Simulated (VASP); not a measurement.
Here is a VASP 6.6.1 calculation.

File INCAR:

```
SYSTEM = Li4HgS3
  PREC = Accurate
  ENCUT = 520
  EDIFF = 1E-6
  ISMEAR = 0
  SIGMA = 0.1
  LREAL = .False.
  LASPH = .True.
  NELM = 60
  ALGO = Normal
  ISIF = 2
  LWAVE = .False.
  LCHARG = .True.
  GGA = PE
  LELF = .True.
  LVHAR = .True.
  NBANDS = 31
```

The input KPOINTS:

```
Automatic mesh
0
Gamma
  6 6 2
  0 0 0
```

The input POSCAR:

```
Li4HgS3
1.0
    3.5250000000      0.0000000000      0.0000000000
   -1.7625000000      3.0527395500      0.0000000000
    0.0000000000      0.0000000000     13.1358018100
Li Hg S
4 1 3
Direct
    0.0000000000      0.0000000000      0.0000000000
    0.6666666700      0.3333333300      0.3952926900
    0.0000000000      0.0000000000      0.5578683700
    0.6666666700      0.3333333300      0.7789341900
    0.3333333300      0.6666666700      0.2274981700
    0.6666666700      0.3333333300      0.1105329100
    0.3333333300      0.6666666700      0.6684012800
    0.3333333300      0.6666666700      0.8894670900
```

Potentials or basis: VASP PAW PBE potentials, release 64 (Li_sv, Hg, S).

Launch:

```bash
$ cat potpaw_PBE.64/Li_sv/POTCAR potpaw_PBE.64/Hg/POTCAR potpaw_PBE.64/S/POTCAR > POTCAR
$ mpirun -np 1 vasp_std > vasp.out
```

Question: What does it give for the largest force?

Answer: 1.630 eV/Å.

Question: Predict the band gap on the k mesh.

Answer: Zero (bands 21 and 22 overlap by 0.86 eV).

Forces in eV/Å, atoms in the order of the input:
```
Li   0.000  0.000 -0.316
Li   0.000  0.000 -0.658
Li   0.000  0.000  1.238
Li   0.000  0.000 -0.031
Hg   0.000  0.000  1.630
S    0.000  0.000 -0.898
S    0.000  0.000 -0.867
S    0.000  0.000 -0.098
```

Caveat: spin-orbit coupling is left out, which moves the levels of the heavy elements; forces of over 1 eV/Å act on the atoms, so gaps and moduli don't describe the material at rest.
